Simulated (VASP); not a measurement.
# PtS2 (P-3m1) in VASP: notebook

Runs on PtS2. Level: PBEsol. Tasks: single point.

Program: VASP 6.6.1. These are calculated values, not measurements. Logs are shortened: lines on timing, memory, paths and dates and some standing lists are left out, and cuts for length are marked.

### Step 1. The cell of the first run

It takes space group P-3m1 (No. 164, trigonal). The conventional cell has a = 3.432 Å, b = 3.432 Å, c = 5.369 Å, α = 90.00°, β = 90.00°, γ = 120.00°. Within 3.2 Å of Pt (site symmetry -3m) lie 6 S at 2.39 Å. S (site symmetry 3m) has 3 Pt at 2.39 Å within 3.2 Å.

### Step 2. Single point, PBEsol

INCAR reads:

```
SYSTEM = PtS2
  ALGO = Normal
  EDIFF = 1E-7
  ENCUT = 520
  GGA = PS
  ISIF = 2
  ISMEAR = 0
  LASPH = .TRUE.
  LCHARG = .TRUE.
  LELF = .TRUE.
  LREAL = .FALSE.
  LVHAR = .TRUE.
  LWAVE = .FALSE.
  NBANDS = 18
  NELM = 60
  PREC = Accurate
  SIGMA = 0.05
```

KPOINTS reads:

```
k-points
0
G
  12 12 8
  0 0 0
```

POSCAR reads:

```
PtS2
1.0
    3.4324011697      0.0000000000      0.0000000000
   -1.7162005849      2.9725466090      0.0000000000
    0.0000000000      0.0000000000      5.3693565506
Pt S
1 2
Direct
    0.0000000000      0.0000000000      0.0000000000
    0.3333333333      0.6666666667      0.2500000000
    0.6666666667      0.3333333333      0.7500000000
```

Potentials or basis: VASP PAW PBE potentials, release 64 (Pt, S).

The run is started by

```bash
$ cat potpaw_PBE.64/Pt/POTCAR potpaw_PBE.64/S/POTCAR > POTCAR
$ mpirun -np 1 vasp_std > vasp.out
```

OUTCAR:

```text
SYSTEM = PtS2
   EDIFF = 1E-7
   ENCUT = 520
   GGA = PS
   ISIF = 2
   ISMEAR = 0
   LASPH = .TRUE.
   LREAL = .FALSE.
   NELM = 60
   PREC = Accurate

 ion  position               nearest neighbor table
   1  0.000  0.000  0.000-   2 2.39   3 2.39   3 2.39   2 2.39   3 2.39   2 2.39
   2  0.333  0.667  0.250-   1 2.39   1 2.39   1 2.39
   3  0.667  0.333  0.750-   1 2.39   1 2.39   1 2.39

  LATTYP: Found a hexagonal cell.
 ALAT       =     3.4324011697
 C/A-ratio  =     1.5643149752

  Lattice vectors:

 A1 = (   3.4324011697,   0.0000000000,   0.0000000000)
 A2 = (  -1.7162005849,   2.9725466090,   0.0000000000)
 A3 = (   0.0000000000,   0.0000000000,   5.3693565506)

Analysis of symmetry for initial positions (statically):
=====================================================================
 Subroutine PRICEL returns:
 Original cell was already a primitive cell.

 Routine SETGRP: Setting up the symmetry group for a
 hexagonal supercell.

 Subroutine GETGRP returns: Found 12 space group operations
 (whereof 12 operations were pure point group operations)
 out of a pool of 24 trial point group operations.

The static configuration has the point symmetry D_3d.

Analysis of symmetry for dynamics (positions and initial velocities):
=====================================================================
 Subroutine PRICEL returns:
 Original cell was already a primitive cell.

 Routine SETGRP: Setting up the symmetry group for a
 hexagonal supercell.

 Subroutine GETGRP returns: Found 12 space group operations
 (whereof 12 operations were pure point group operations)
 out of a pool of 24 trial point group operations.

The dynamic configuration has the point symmetry D_3d.

 Subroutine INISYM returns: Found 12 space group operations
 (whereof 12 operations are pure point group operations),
 and found     1 'primitive' translations

----------------------------------------------------------------------------------------

                                     Primitive cell

  volume of cell :      54.7834

  direct lattice vectors                    reciprocal lattice vectors
     3.432401170  0.000000000  0.000000000     0.291341236  0.168205941  0.000000000
    -1.716200585  2.972546609  0.000000000     0.000000000  0.336411882  0.000000000
     0.000000000  0.000000000  5.369356551     0.000000000  0.000000000  0.186242055

  length of vectors
     3.432401170  3.432401170  5.369356551     0.336411882  0.336411882  0.186242055

  position of ions in fractional coordinates (direct lattice)
     0.000000000  0.000000000  0.000000000
     0.333333333  0.666666667  0.250000000
     0.666666667  0.333333333  0.750000000

  ion indices of the primitive-cell ions
   primitive index   ion index
                 1           1
                 2           2
                 3           3

----------------------------------------------------------------------------------------

 KPOINTS: k-points

Automatic generation of k-mesh.
 Grid dimensions read from file:
 generate k-points for:   12   12    8

 Generating k-lattice:

  Cartesian coordinates                     Fractional coordinates (reciprocal lattice)
     0.024278436  0.014017162  0.000000000     0.083333333  0.000000000  0.000000000
     0.000000000  0.028034324  0.000000000     0.000000000  0.083333333  0.000000000
     0.000000000  0.000000000  0.023280257     0.000000000  0.000000000  0.125000000

  Length of vectors
     0.028034324  0.028034324  0.023280257

  Shift w.r.t. Gamma in fractional coordinates (k-lattice)
     0.000000000  0.000000000  0.000000000

 Subroutine IBZKPT returns following result:
 ===========================================

 Found    131 irreducible k-points:

 Following reciprocal coordinates:
            Coordinates               Weight
  0.000000  0.000000  0.000000      1.000000
  0.083333 -0.000000  0.000000      6.000000
  0.166667  0.000000  0.000000      6.000000
  0.250000  0.000000  0.000000      6.000000
  0.333333  0.000000  0.000000      6.000000
  0.416667 -0.000000  0.000000      6.000000
[... 16 lines left out ...]
  0.166667  0.000000  0.125000      6.000000
  0.000000  0.166667  0.125000      6.000000
 [... further k-points ...]
   k-points           NKPTS =    131   k-points in BZ     NKDIM =    131   number of bands    NBANDS=     18
   number of dos      NEDOS =    301   number of ions     NIONS =      3
   total plane-waves  NPLWV =  31360
   dimension x,y,z NGX =    28 NGY =   28 NGZ =   40
   dimension x,y,z NGXF=    56 NGYF=   56 NGZF=   80
   ions per type =               1   2
   NGX,Y,Z   is equivalent  to a cutoff of  13.56, 13.56, 12.38 a.u.
   NGXF,Y,Z  is equivalent  to a cutoff of  27.12, 27.12, 24.77 a.u.
 SYSTEM =  PtS2
   PREC   = accura    normal or accurate (medium, high low for compatibility)
   ISTART =      0    job   : 0-new  1-cont  2-samecut
   ICHARG =      2    charge: 1-file 2-atom 10-const
   ISPIN  =      1    spin polarized calculation?
   LNONCOLLINEAR =      F non collinear calculations
   LSORBIT =      F    spin-orbit coupling
   LASPH  =      T    aspherical Exc in radial PAW
   ENCUT  =  520.0 eV  38.22 Ry    6.18 a.u.   6.38  6.38  9.98*2*pi/ulx,y,z
   NELM   =     60;   NELMIN=  2; NELMDL= -5     # of ELM steps
   EDIFF  = 0.1E-06   stopping-criterion for ELM
   LREAL  =      F    real-space projection
   EDIFFG = 0.1E-05   stopping-criterion for IOM
   NSW    =      0    number of steps for IOM
   IBRION =     -1    ionic relax: 0-MD 1-quasi-New 2-CG
   NFREE  =      0    steps in history (QN), initial steepest desc. (CG)
   ISIF   =      2    stress and relaxation
   ISYM   =      2    0-nonsym 1-usesym 2-fastsym
   POTIM  = 0.5000    time-step for ionic-motion
   TEBEG  =    0.0;   TEEND  =   0.0 temperature during run
   PSTRESS=    0.0 pullay stress
   NELECT =      22.0000    total number of electrons
   NUPDOWN=      -1.0000    fix difference up-down
   EMIN   =  10.00;   EMAX   =-10.00  energy-range for DOS
   EFERMI =   0.00;   METHOD = LEGACY
   ISMEAR =     0;   SIGMA  =   0.05  broadening in eV -4-tet -1-fermi 0-gaus
   EFERMI_NEDOS =   21; number of points for ismear=-14 and -15
   IALGO  =     38    algorithm
   IMIX   =      4    mixing-type and parameters
     AMIX     =   0.40;   BMIX     =  1.00
     AMIX_MAG =   1.60;   BMIX_MAG =  1.00
  volume/ion in A,a.u.               =      18.26       123.23
  Fermi-wavevector in a.u.,A,eV,Ry     =   1.207812  2.282434 19.848319  1.458810
  Thomas-Fermi vector in A             =   2.343439
   LORBIT       =      0    0 simple, 1 ext, 2 COOP (PROOUT), +10 PAW based schemes
   GGA     = PS    functional components
   LHFCALC =     F    Hartree Fock is set to
   AEXX    =    0.0000 exact exchange contribution
   IVDW    =     0    specifies the selected vdW correction
   LEPSILON=     F    determine dielectric tensor
   LRPA    =     F    only Hartree local field effects (RPA)
 non-spin polarized calculation
 Gauss-broadening in eV      SIGMA  =   0.05
  energy-cutoff  :      520.00
  volume of cell :       54.78
 maximum number of plane-waves:      1500
 NGX is ok and might be reduce to    28
   NGX = 13   NGY = 13   NGZ = 19

 number of electron      22.0000000 magnetization

 Free energy of the ion-electron system (eV)
  ---------------------------------------------------
  ext. energy  EPLUGINS =         0.00000000
  ---------------------------------------------------
  free energy    TOTEN  =       -16.83901017 eV

  energy without entropy =      -16.83901017  energy(sigma->0) =      -16.83901017

 E-fermi :   6.7319     XC(G=0): -10.8556

 val. band max:        6.5230726545   @ k =   0.0000   0.1667   0.2500
 cond. band min:       7.2311666300   @ k =   0.2500   0.2500   0.0000
 fundamental gap:      0.7080939755
 Fermi energy:         6.7318900746

 k-point     1 :       0.0000    0.0000    0.0000
  band No.  band energies     occupation
      1      -8.5077      2.00000
      2      -6.0036      2.00000
      3      -0.5393      2.00000
      4       0.4958      2.00000
      5       0.4958      2.00000
      6       2.9432      2.00000
[... 10 lines left out ...]
     17      15.0901      0.00000
     18      18.9397      0.00000

 k-point     2 :       0.0833   -0.0000    0.0000
  band No.  band energies     occupation
      1      -8.4129      2.00000
      2      -6.0194      2.00000
      3      -0.4317      2.00000
      4       0.5052      2.00000
      5       0.5475      2.00000
      6       2.8062      2.00000
[... 10 lines left out ...]
     17      15.3871      0.00000
     18      18.1037      0.00000

 k-point     3 :       0.1667    0.0000    0.0000
  band No.  band energies     occupation
      1      -8.1388      2.00000
      2      -6.0635      2.00000
      3      -0.1275      2.00000
      4       0.5616      2.00000
      5       0.6784      2.00000
      6       2.3249      2.00000
[... 10 lines left out ...]
     17      16.1086      0.00000
     18      16.4060      0.00000

 k-point     4 :       0.2500    0.0000    0.0000
  band No.  band energies     occupation
      1      -7.7196      2.00000
      2      -6.1265      2.00000
      3       0.2529      2.00000
      4       0.7694      2.00000
      5       0.8169      2.00000
      6       1.5172      2.00000
[... 375 lines left out ...]
      4       0.5258      2.00000
      5       0.5434      2.00000
      6       2.7936      2.00000
[... 10 lines left out ...]
     17      15.5157      0.00000
     18      17.4797      0.00000

 k-point    23 :       0.1667    0.0000    0.1250
  band No.  band energies     occupation
      1      -8.0934      2.00000
      2      -6.1575      2.00000
      3       0.0074      2.00000
      4       0.5439      2.00000
      5       0.6923      2.00000
      6       2.3575      2.00000
[... 10 lines left out ...]
     17      15.8272      0.00000
     18      16.4419      0.00000

 k-point    24 :       0.0000    0.1667    0.1250
  band No.  band energies     occupation
      1      -8.1008      2.00000
      2      -6.1375      2.00000
      3      -0.1169      2.00000
      4       0.6657      2.00000
      5       0.6665      2.00000
      6       2.2714      2.00000
[... 10 lines left out ...]
     17      16.0258      0.00000
     18      16.3864      0.00000

 [... further k-points ...]

------------------------ aborting loop because EDIFF is reached ----------------------------------------

  FORCE on cell =-STRESS in cart. coord.  units (eV):
  Direction    XX          YY          ZZ          XY          YZ          ZX
  --------------------------------------------------------------------------------------
  -------------------------------------------------------------------------------------
  Total        1.0051312      1.0051312     -2.1556438     -0.0000000      0.0000000     -0.0000000
  in kB       29.3957391     29.3957391    -63.0432537     -0.0000000      0.0000000     -0.0000000
  external PRESSURE =      -1.4172585 kB  Pullay stress =       0.0000000 kB

 VOLUME and BASIS-vectors are now :
 -----------------------------------------------------------------------------
  energy-cutoff  :      520.00
  volume of cell :       54.78
      direct lattice vectors                 reciprocal lattice vectors
     3.432401170  0.000000000  0.000000000     0.291341236  0.168205941  0.000000000
    -1.716200585  2.972546609  0.000000000     0.000000000  0.336411882  0.000000000
     0.000000000  0.000000000  5.369356551     0.000000000  0.000000000  0.186242055

 POSITION                                       TOTAL-FORCE (eV/Angst)
 -----------------------------------------------------------------------------------
      0.00000      0.00000      0.00000        -0.000000      0.000000      0.000000
     -0.00000      1.98170      1.34234        -0.000000     -0.000000     -0.873002
      1.71620      0.99085      4.02702         0.000000      0.000000      0.873002
 -----------------------------------------------------------------------------------
    total drift:                               -0.000000     -0.000000     -0.000000

  FREE ENERGIE OF THE ION-ELECTRON SYSTEM (eV)
  ---------------------------------------------------
  free  energy   TOTEN  =       -16.8390101730 eV

  energy  without entropy=      -16.8390101730  energy(sigma->0) =      -16.83901017
```

Wall time 49 s (1 thread of Intel Xeon 6975P-C (Granite Rapids), shared host); peak memory 0.26 GiB.

What came out:

```yaml
Free_energy: -16.8390 eV
Pressure: -0.1 GPa
Largest_force: 0.873 eV/Å
Band_gap_on_the_k_mesh: 0.71 eV, indirect (least direct gap 0.88 eV)
```

Forces on the atoms (eV/Å):
```
Pt   0.000  0.000  0.000
S    0.000  0.000 -0.873
S    0.000  0.000  0.873
```

Levels at points of the mesh, in eV from the valence-band top:
| k point | band 9 | band 10 | band 11 | band 12 | band 13 | band 14 |
| --- | --- | --- | --- | --- | --- | --- |
| (0.00, 0.00, 0.00) | -0.63 | -0.63 | -0.12 | 2.18 | 2.18 | 5.11 |
| (0.50, 0.00, 0.00) | -2.63 | -2.57 | -2.07 | 1.61 | 2.58 | 5.52 |
| (0.00, 0.00, 0.50) | -1.23 | -0.86 | -0.86 | 2.66 | 2.66 | 5.76 |
| (0.50, 0.00, 0.50) | -2.18 | -2.16 | -1.60 | 1.76 | 2.59 | 4.71 |

Caveat: the PAW data sets were made with another functional, which shifts forces and pressure a little; spin-orbit coupling is left out, which moves the levels of the heavy elements.

(Continued in part 2 of 2.)
